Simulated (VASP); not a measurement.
Runs of VASP 6.6.1 on Yb. The structure is that of space group Im-3m (No. 229), or close to it. The cells are those of the table. 

```csv
cell,k mesh,gap on the mesh (eV),pressure (GPa)
"a = 3.754 Å, angles 109.5°, 1 atom",12 × 12 × 12,none,(b)
"a = 3.662 Å, angles 109.5°, 1 atom",12 × 12 × 12,none,-4.7
"a = 3.709 Å, angles 109.5°, 1 atom",12 × 12 × 12,none,-1.3
"a = 3.464 Å, angles 109.5°, 1 atom",12 × 12 × 12,none,3.2
"a = 3.516 Å, angles 109.5°, 1 atom",12 × 12 × 12,none,(c)
"a = 3.566 Å, angles 109.5°, 1 atom",12 × 12 × 12,none,0.6
"a = 3.615 Å, angles 109.5°, 1 atom",17 × 17 × 17,none,-0.1
"a = 3.615 Å, angles 109.5°, 1 atom",12 × 12 × 12,none,(a)
```

Alike in all rows: task single point; level BLYP; potentials or basis VASP PAW PBE potentials, release 64 (Yb); no spin polarisation; cutoff (eV) 520; smearing fermi-dirac 0.1 eV.

Q: Fill in the values left out.

A: (a) -1.2; (b) -2.1; (c) 1.2.

Caveats: the PAW data sets were made with another functional, which shifts forces and pressure a little; spin-orbit coupling is left out, which moves the levels of the heavy elements.

A k mesh can miss the band edges, and the runs leave out spin-orbit coupling on Yb.

A gap of «none» marks levels without a gap at the run's occupations.
